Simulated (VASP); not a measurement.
The system is AsI.

```xyz
2
Lattice="4.0207 0.0000 0.0000 0.0000 4.0207 0.0000 0.0000 0.0000 4.0207" Properties=species:S:1:pos:R:3 pbc="T T T"
As    0.0000    0.0000    0.0000
I     2.0104    2.0104    2.0104
```

```yaml
Program: VASP 6.6.1
Task: relaxation of cell and atoms
Functional: PBE
Potentials_or_basis: VASP PAW PBE potentials, release 64 (As, I)
Cutoff: 600 eV
k_mesh: 4 × 4 × 4
Occupations: gaussian, width 0.1 eV
Spin: no spin polarisation
```

At the start: pressure -5.8 GPa; volume 32.50 Å³/atom.

Question: Where does the relaxation end?

Answer: Over 4 steps the energy falls by 155.1 meV/atom and the volume is 25.75 Å³/atom (-20.8 %); space group Pm-3m (No. 221, to 0.05 Å).

The path:
```tsv
step	energy change (eV)	largest force (eV/Å)	pressure (GPa)	volume (Å³)
1	0.0000	0.0000	-5.82	65.00
2	-0.2856	0.0000	-2.37	54.51
3	-0.3097	0.0000	0.40	51.04
4	-0.3101	0.0000	-0.05	51.50
```

Final structure:
```
CELL_PARAMETERS angstrom
3.72061 0.00000 0.00000
0.00000 3.72061 0.00000
0.00000 0.00000 3.72061
ATOMIC_POSITIONS crystal
As 0.00000 0.00000 0.00000
I 0.50000 0.50000 0.50000
```

Caveat: the k points lie up to 0.42 Å⁻¹ apart in the final cell; the volume moved by over 15 % at a fixed basis, so the end points are rough.
